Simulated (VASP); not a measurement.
# NaH in VASP: settings compared

NaH is run at these levels: HSE06, PBE; tasks: single point.

Program: VASP 6.6.1. These are calculated values, not measurements. Logs are shortened: lines on timing, memory, paths and dates and some standing lists are left out, and cuts for length are marked.

**1. The cell of the first run**

The structure is trigonal, space group R-3m (No. 166). The conventional cell has a = 3.374 Å, b = 3.374 Å, c = 8.323 Å, α = 90.00°, β = 90.00°, γ = 120.00°. Na (site symmetry -3m) has 6 H at 2.39 Å within 3.2 Å. H (site symmetry -3m) has 6 Na at 2.39 Å within 3.2 Å.

**2. Single point, HSE06 (epitaxial 111 strain -0.5%)**

Input file POSCAR:

```
NaH
1.0
    0.0114975801      2.3970223071      2.3970223071
    2.3970223071      0.0114975801      2.3970223071
    2.3970223071      2.3970223071      0.0114975801
Na H
1 1
Direct
    0.0000000000      0.0000000000      0.0000000000
    0.5000000000      0.5000000000      0.5000000000
```

Input file INCAR.step1:

```
SYSTEM = NaH
PREC     = Accurate       ! precision mode
ENCUT    = 520            ! plane-wave cutoff, eV
EDIFF    = 1E-5           ! SCF threshold, eV
ISMEAR   = 0              ! smearing method
SIGMA    = 0.01           ! smearing width, eV
LREAL    = .FALSE.        ! projectors in reciprocal space
LASPH    = .TRUE.         ! aspherical terms in the spheres
NELM     = 60             ! most SCF steps
ALGO     = Normal         ! electronic algorithm
ISIF     = 2              ! what is computed and relaxed
LWAVE    = .TRUE.         ! write WAVECAR
LCHARG   = .FALSE.        ! write CHGCAR
NBANDS   = 11             ! bands
GGA      = PE             ! functional
```

Input file INCAR.step2:

```
SYSTEM = NaH
PREC     = Accurate       ! precision mode
ENCUT    = 520            ! plane-wave cutoff, eV
EDIFF    = 1E-6           ! SCF threshold, eV
ISMEAR   = 0              ! smearing method
SIGMA    = 0.01           ! smearing width, eV
LREAL    = .FALSE.        ! projectors in reciprocal space
LASPH    = .TRUE.         ! aspherical terms in the spheres
NELM     = 60             ! most SCF steps
ALGO     = Normal         ! electronic algorithm
ISIF     = 2              ! what is computed and relaxed
LWAVE    = .FALSE.        ! write WAVECAR
LCHARG   = .FALSE.        ! write CHGCAR
GGA      = PE             ! functional
LHFCALC  = .TRUE.         ! exact exchange
HFSCREEN = 0.2079         ! screening, 1/A
PRECFOCK = Normal       
NBANDS   = 11             ! bands
ISTART   = 1
```

Input file KPOINTS:

```
regular mesh
0
G
  6 6 6
  0 0 0
```

Potentials or basis: VASP PAW PBE potentials, release 64 (Na_pv, H).

Command:

```sh
cat potpaw_PBE.64/Na_pv/POTCAR potpaw_PBE.64/H/POTCAR > POTCAR
cp INCAR.step1 INCAR
mpirun -np 1 vasp_std > vasp.out
cp INCAR.step2 INCAR
mpirun -np 1 vasp_std > vasp.out
```

OUTCAR:

```text
SYSTEM = NaH
   PREC = Accurate
   ENCUT = 520
   EDIFF = 1E-6
   ISMEAR = 0
   LREAL = .FALSE.
   LASPH = .TRUE.
   NELM = 60
   ISIF = 2
   GGA = PE
   LHFCALC = .TRUE.
   HFSCREEN = 0.2079
   PRECFOCK = Normal
   ISTART = 1

 ion  position               nearest neighbor table
   1  0.000  0.000  0.000-
   2  0.500  0.500  0.500-

  LATTYP: Found a trigonal (rhomboedric) cell.
 ALAT       =     3.3899209542
 COS(alpha) =     0.5047908026

  Lattice vectors:

 A1 = (   0.0114975801,   2.3970223071,   2.3970223071)
 A2 = (   2.3970223071,   0.0114975801,   2.3970223071)
 A3 = (   2.3970223071,   2.3970223071,   0.0114975801)

Analysis of symmetry for initial positions (statically):
=====================================================================
 Subroutine PRICEL returns:
 Original cell was already a primitive cell.

 Routine SETGRP: Setting up the symmetry group for a
 trigonal (rhombohedral) supercell.

 Subroutine GETGRP returns: Found 12 space group operations
 (whereof 12 operations were pure point group operations)
 out of a pool of 12 trial point group operations.

The static configuration has the point symmetry D_3d.

Analysis of symmetry for dynamics (positions and initial velocities):
=====================================================================
 Subroutine PRICEL returns:
 Original cell was already a primitive cell.

 Routine SETGRP: Setting up the symmetry group for a
 trigonal (rhombohedral) supercell.

 Subroutine GETGRP returns: Found 12 space group operations
 (whereof 12 operations were pure point group operations)
 out of a pool of 12 trial point group operations.

The dynamic configuration has the point symmetry D_3d.

 Subroutine INISYM returns: Found 12 space group operations
 (whereof 12 operations are pure point group operations),
 and found     1 'primitive' translations

----------------------------------------------------------------------------------------

                                     Primitive cell

  volume of cell :      27.3470

  direct lattice vectors                    reciprocal lattice vectors
     0.011497580  2.397022307  2.397022307    -0.210098968  0.209096016  0.209096016
     2.397022307  0.011497580  2.397022307     0.209096016 -0.210098968  0.209096016
     2.397022307  2.397022307  0.011497580     0.209096016  0.209096016 -0.210098968

  length of vectors
     3.389920954  3.389920954  3.389920954     0.362744902  0.362744902  0.362744902

  position of ions in fractional coordinates (direct lattice)
     0.000000000  0.000000000  0.000000000
     0.500000000  0.500000000  0.500000000

  ion indices of the primitive-cell ions
   primitive index   ion index
                 1           1
                 2           2

----------------------------------------------------------------------------------------

 KPOINTS: regular mesh

Automatic generation of k-mesh.
 Grid dimensions read from file:
 generate k-points for:    6    6    6

 Generating k-lattice:

  Cartesian coordinates                     Fractional coordinates (reciprocal lattice)
    -0.035016495  0.034849336  0.034849336     0.166666667  0.000000000 -0.000000000
     0.034849336 -0.035016495  0.034849336     0.000000000  0.166666667 -0.000000000
     0.034849336  0.034849336 -0.035016495     0.000000000  0.000000000  0.166666667

  Length of vectors
     0.060457484  0.060457484  0.060457484

  Shift w.r.t. Gamma in fractional coordinates (k-lattice)
     0.000000000  0.000000000  0.000000000

 Subroutine IBZKPT returns following result:
 ===========================================

 Found     32 irreducible k-points:

 Following reciprocal coordinates:
            Coordinates               Weight
  0.000000  0.000000  0.000000      1.000000
  0.166667  0.000000  0.000000      6.000000
  0.333333  0.000000  0.000000      6.000000
  0.500000 -0.000000  0.000000      3.000000
  0.166667  0.166667  0.000000      6.000000
  0.333333  0.166667  0.000000     12.000000
[... 16 lines left out ...]
  0.500000  0.500000  0.166667      6.000000
 -0.333333  0.500000  0.166667     12.000000
 [... further k-points ...]
   k-points           NKPTS =     32   k-points in BZ     NKDIM =    216   number of bands    NBANDS=     11
   number of dos      NEDOS =    301   number of ions     NIONS =      2
   total plane-waves  NPLWV =  21952
   dimension x,y,z NGX =    28 NGY =   28 NGZ =   28
   dimension x,y,z NGXF=    56 NGYF=   56 NGZF=   56
   ions per type =               1   1
   NGX,Y,Z   is equivalent  to a cutoff of  13.73, 13.73, 13.73 a.u.
   NGXF,Y,Z  is equivalent  to a cutoff of  27.46, 27.46, 27.46 a.u.
 SYSTEM =  NaH
   PREC   = accura    normal or accurate (medium, high low for compatibility)
   ISTART =      1    job   : 0-new  1-cont  2-samecut
   ICHARG =      0    charge: 1-file 2-atom 10-const
   ISPIN  =      1    spin polarized calculation?
   LNONCOLLINEAR =      F non collinear calculations
   LSORBIT =      F    spin-orbit coupling
   LASPH  =      T    aspherical Exc in radial PAW
   ENCUT  =  520.0 eV  38.22 Ry    6.18 a.u.   6.30  6.30  6.30*2*pi/ulx,y,z
   NELM   =     60;   NELMIN=  2; NELMDL=  0     # of ELM steps
   EDIFF  = 0.1E-05   stopping-criterion for ELM
   LREAL  =      F    real-space projection
   EDIFFG = 0.1E-04   stopping-criterion for IOM
   NSW    =      0    number of steps for IOM
   IBRION =     -1    ionic relax: 0-MD 1-quasi-New 2-CG
   NFREE  =      0    steps in history (QN), initial steepest desc. (CG)
   ISIF   =      2    stress and relaxation
   ISYM   =      3    0-nonsym 1-usesym 2-fastsym
   POTIM  = 0.5000    time-step for ionic-motion
   TEBEG  =    0.0;   TEEND  =   0.0 temperature during run
   PSTRESS=    0.0 pullay stress
   NELECT =       8.0000    total number of electrons
   NUPDOWN=      -1.0000    fix difference up-down
   EMIN   =  10.00;   EMAX   =-10.00  energy-range for DOS
   EFERMI =   0.00;   METHOD = LEGACY
   ISMEAR =     0;   SIGMA  =   0.01  broadening in eV -4-tet -1-fermi 0-gaus
   EFERMI_NEDOS =   21; number of points for ismear=-14 and -15
   IALGO  =     38    algorithm
   IMIX   =      1    mixing-type and parameters
     AMIX     =   0.40;   BMIX     =  1.00
     AMIX_MAG =   1.60;   BMIX_MAG =  1.00
  volume/ion in A,a.u.               =      13.67        92.27
  Fermi-wavevector in a.u.,A,eV,Ry     =   1.086763  2.053684 16.069206  1.181053
  Thomas-Fermi vector in A             =   2.222907
   LORBIT       =      0    0 simple, 1 ext, 2 COOP (PROOUT), +10 PAW based schemes
   GGA     = PE    functional components
   LHFCALC =     T    Hartree Fock is set to
   PRECFOCK=normal    Normal, Fast or Accurate (Low or Medium for compatibility)
   ENCUT4O =  -1.0   cutoff for four orbital integrals eV
   NKREDX  =     1    reduce k-point grid by
   NKREDY  =     1    reduce k-point grid by
   NKREDZ  =     1    reduce k-point grid by
   AEXX    =    0.2500 exact exchange contribution
   HFSCREEN=    0.2079 screening length (either q_TF or 0.3 A-1)
   HFSCREENC=   0.2079 screening length for correlation (either q_TF or 0.3 A-1)
   ENCUTFOCK=  -1.0 apply spherical cutoff to Coloumb kernel
   IVDW    =     0    specifies the selected vdW correction
   LEPSILON=     F    determine dielectric tensor
   LRPA    =     F    only Hartree local field effects (RPA)
 non-spin polarized calculation
 Gauss-broadening in eV      SIGMA  =   0.01
  energy-cutoff  :      520.00
  volume of cell :       27.35
 maximum number of plane-waves:       754
 NGX is ok and might be reduce to    28
  NGX = 20; NGY = 20; NGZ = 20

 number of electron       7.9999992 magnetization

 Free energy of the ion-electron system (eV)
  ---------------------------------------------------
  ext. energy  EPLUGINS =         0.00000000
  ---------------------------------------------------
  free energy    TOTEN  =        -5.76213971 eV

  energy without entropy =       -5.76213971  energy(sigma->0) =       -5.76213971

 E-fermi :  -1.7466     XC(G=0):  -6.5999

 val. band max:       -1.8071055544   @ k =  -0.3333   0.5000   0.1667
 cond. band min:       3.0577813050   @ k =   0.5000   0.5000   0.5000
 fundamental gap:      4.8648868593
 Fermi energy:        -1.7465796837

 k-point     1 :       0.0000    0.0000    0.0000
  band No.  band energies     occupation
      1     -26.0956      2.00000
      2     -26.0956      2.00000
      3     -26.0946      2.00000
      4      -5.8070      2.00000
      5      10.5026      0.00000
      6      15.3670      0.00000
      7      15.5411      0.00000
      8      15.5411      0.00000
      9      16.4327      0.00000
     10      16.6231      0.00000
     11      16.6231      0.00000

 k-point     2 :       0.1667    0.0000    0.0000
  band No.  band energies     occupation
      1     -26.1207      2.00000
      2     -26.0986      2.00000
      3     -26.0975      2.00000
      4      -5.2660      2.00000
      5       8.7176      0.00000
      6      12.1787      0.00000
      7      14.3141      0.00000
      8      14.4478      0.00000
      9      17.6365      0.00000
     10      17.7580      0.00000
     11      18.0214      0.00000

 k-point     3 :       0.3333    0.0000    0.0000
  band No.  band energies     occupation
      1     -26.1703      2.00000
      2     -26.1045      2.00000
      3     -26.1031      2.00000
      4      -3.8364      2.00000
      5       5.0832      0.00000
      6      10.9159      0.00000
      7      13.4509      0.00000
      8      13.5590      0.00000
      9      16.8755      0.00000
     10      16.9466      0.00000
     11      19.1755      0.00000
[... 267 lines left out ...]
 k-point    23 :       0.5000    0.5000    0.1667
  band No.  band energies     occupation
      1     -26.1712      2.00000
      2     -26.1343      2.00000
      3     -26.1224      2.00000
      4      -2.2435      2.00000
      5       4.5737      0.00000
      6       7.3467      0.00000
      7      10.9131      0.00000
      8      11.5744      0.00000
      9      14.9110      0.00000
     10      22.0212      0.00000
     11      22.8018      0.00000

 k-point    24 :      -0.3333    0.5000    0.1667
  band No.  band energies     occupation
      1     -26.1672      2.00000
      2     -26.1406      2.00000
      3     -26.1298      2.00000
      4      -1.8071      2.00000
      5       4.6367      0.00000
      6       6.6283      0.00000
      7       8.4454      0.00000
      8      14.8206      0.00000
      9      15.2317      0.00000
     10      20.9772      0.00000
     11      21.1738      0.00000

 [... further k-points ...]
[... 5 lines left out ...]
  --------------------------------------------------------------------------------------
  -------------------------------------------------------------------------------------
  Total        0.0619447      0.0619447      0.0619447     -0.0197135     -0.0197135     -0.0197135
  in kB        3.6291442      3.6291442      3.6291442     -1.1549542     -1.1549542     -1.1549542
  external PRESSURE =       3.6291442 kB  Pullay stress =       0.0000000 kB

 VOLUME and BASIS-vectors are now :
 -----------------------------------------------------------------------------
  energy-cutoff  :      520.00
  volume of cell :       27.35
      direct lattice vectors                 reciprocal lattice vectors
     0.011497580  2.397022307  2.397022307    -0.210098968  0.209096016  0.209096016
     2.397022307  0.011497580  2.397022307     0.209096016 -0.210098968  0.209096016
     2.397022307  2.397022307  0.011497580     0.209096016  0.209096016 -0.210098968

 POSITION                                       TOTAL-FORCE (eV/Angst)
 -----------------------------------------------------------------------------------
      0.00000      0.00000      0.00000        -0.000000      0.000000     -0.000000
      2.40277      2.40277      2.40277         0.000000     -0.000000      0.000000
 -----------------------------------------------------------------------------------
    total drift:                               -0.000001     -0.000001     -0.000001

  FREE ENERGIE OF THE ION-ELECTRON SYSTEM (eV)
  ---------------------------------------------------
  free  energy   TOTEN  =        -5.7621397135 eV

  energy  without entropy=       -5.7621397135  energy(sigma->0) =       -5.76213971
```

Wall time 11 min (1 thread of Intel Xeon Platinum 8259CL at 2.50GHz (Skylake/Cascade Lake), shared host); peak memory 0.26 GiB.

What came out:

```yaml
Free_energy: -5.7621 eV
Pressure: 0.4 GPa
Band_gap_on_the_k_mesh: 4.86 eV (least direct gap 5.82 eV)
```

Stress tensor (GPa, compression positive):
```
 0.36 -0.12 -0.12
-0.12  0.36 -0.12
-0.12 -0.12  0.36
```

Caveat: the cell differs from its parent crystal (epitaxial 111 strain -0.5%); the structure was generated, so it needn't be the stable form of NaH; the PAW data sets were made with another functional, which shifts forces and pressure a little. A k mesh can miss the band edges.

**3. Single point, PBE (shear xy strain -0.5%)**

Input file INCAR:

```
ALGO = Normal ; EDIFF = 1E-6
ENCUT = 520 ; GGA = PE
ISIF = 2 ; ISMEAR = -1
LASPH = True ; LCHARG = False
LREAL = False ; LWAVE = False
NBANDS = 11 ; NELM = 80
PREC = Accurate ; SIGMA = 0.02
```

Input file KPOINTS:

```
k-points
0
Gamma
  10 10 10
```

Input file POSCAR:

```
NaH
1.0
   -0.0059937807      2.3975122885      2.3975122885
    2.3975122885     -0.0059937807      2.3975122885
    2.3915185078      2.3915185078      0.0000000000
Na H
1 1
Direct
    0.0000000000      0.0000000000      0.0000000000
    0.5000000000      0.5000000000      0.5000000000
```

Potentials or basis: VASP PAW PBE potentials, release 64 (Na_pv, H).

Command:

```sh
cat potpaw_PBE.64/Na_pv/POTCAR potpaw_PBE.64/H/POTCAR > POTCAR
mpirun -np 1 vasp_std > vasp.out
```

Wall time 81 s (1 thread of Oxide Virtual Turin-like, shared host); peak memory 0.15 GiB.

Results (log left out):

- Free energy: -5.0863 eV
- Pressure: 0.5 GPa
- Band gap on the k mesh: 3.80 eV (least direct gap 4.66 eV)

Stress tensor (GPa, compression positive):
```
0.53 0.11 0.00
0.11 0.53 0.00
0.00 0.00 0.53
```

Levels at points of the mesh, in eV from the valence-band top:
```tsv
k point	band 1	band 2	band 3	band 4	band 5	band 6	band 7	band 8
(0.00, 0.00, 0.00)	-22.04	-22.04	-22.04	-3.67	10.64	15.74	15.80	15.85
(0.50, 0.00, 0.00)	-22.14	-22.06	-22.06	-0.86	3.80	10.98	13.55	13.60
(0.50, 0.50, 0.00)	-22.13	-22.08	-22.08	-0.16	4.70	10.14	10.77	10.90
(0.00, 0.00, 0.50)	-22.15	-22.06	-22.06	-0.84	3.83	10.94	13.50	13.55
(0.50, 0.00, 0.50)	-22.13	-22.08	-22.08	-0.16	4.70	10.14	10.84	10.84
```

Caveat: the cell differs from its parent crystal (shear xy strain -0.5%); the structure was generated, so it needn't be the stable form of NaH. A k mesh can miss the band edges.
